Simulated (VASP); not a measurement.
The system is HgTe.

```xyz
2
Lattice="0.0000 3.2145 3.2145 3.2145 0.0000 3.2145 3.2145 3.2145 0.0000" Properties=species:S:1:pos:R:3 pbc="T T T"
Hg    0.0000    0.0000    0.0000
Te    4.8217    4.8217    4.8217
```

| Quantity | Value |
| --- | --- |
| Program | VASP 6.6.1 |
| Task | relaxation of cell and atoms |
| Functional | revPBE |
| Dispersion | D3(BJ) |
| Potentials or basis | VASP PAW PBE potentials, release 64 (Hg, Te) |
| Cutoff | 500 eV |
| k mesh | 3 × 3 × 3 |
| Occupations | methfessel-paxton, width 0.2 eV |
| Spin | no spin polarisation |

At the start: pressure 3.3 GPa; volume 33.22 Å³/atom.

Problem. How do energy, volume and symmetry change on relaxing?

Solution. Over 3 steps the energy falls by 24.9 meV/atom and the volume is 35.79 Å³/atom (+7.7 %); space group F-43m (No. 216, to 0.1 Å) before and after.

Step by step:
| step | energy change (eV) | largest force (eV/Å) | pressure (GPa) | volume (Å³) |
| --- | --- | --- | --- | --- |
| 1 | 0.0000 | 0.0000 | 3.34 | 66.43 |
| 2 | -0.0452 | 0.0000 | -0.82 | 73.32 |
| 3 | -0.0498 | 0.0000 | 0.02 | 71.57 |

Final structure:
```xyz
2
Lattice="0.0000 3.2953 3.2953 3.2953 0.0000 3.2953 3.2953 3.2953 0.0000" Properties=species:S:1:pos:R:3 pbc="T T T"
Hg    0.0000    0.0000    0.0000
Te    4.9430    4.9430    4.9430
```

Caveat: the k points lie up to 0.55 Å⁻¹ apart in the final cell; the PAW data sets were made with another functional, which shifts forces and pressure a little.
